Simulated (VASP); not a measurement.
A run of VASP 6.6.1 is set up as follows.

File INCAR:

```
SYSTEM = TiSi2
PREC = Accurate
ENCUT = 520
EDIFF = 1E-7
ISMEAR = 0
SIGMA = 0.1
LREAL = .False.
LASPH = .True.
NELM = 80
ALGO = Normal
ISIF = 2
LWAVE = .False.
LCHARG = .False.
GGA = PE
NBANDS = 29
```

Contents of KPOINTS:

```
regular mesh
0
Gamma
  4 4 4
  0 0 0
```

The input POSCAR:

```
TiSi2
1.0
    4.2436258100      0.0000000000      0.0000000000
    0.0000000000      4.2436258100      0.0000000000
    0.0000000000      0.0000000000      6.0069598100
Ti Si
2 4
Direct
    0.0000000000      0.5000000000      0.7857397200
    0.5000000000      0.0000000000      0.7857397200
    0.0000000000      0.5000000000      0.1519894300
    0.5000000000      0.0000000000      0.1519894300
    0.0000000000      0.0000000000      0.1378132400
    0.5000000000      0.5000000000      0.7783086000
```

Potentials or basis: VASP PAW PBE potentials, release 64 (Ti_sv, Si).

Command:

```console
$ cat potpaw_PBE.64/Ti_sv/POTCAR potpaw_PBE.64/Si/POTCAR > POTCAR
$ mpirun -np 1 vasp_std > vasp.out
```

(1) Estimate the largest force.

(2) Predict the band gap on the k mesh.

Results:

(1) 4.271 eV/Å.

(2) zero (band 20 reaches 7.20 eV, above the bottom of band 21 at 6.85 eV).

Caveat: the k points lie up to 0.37 Å⁻¹ apart; forces of over 1 eV/Å act on the atoms, so gaps and moduli don't describe the material at rest.
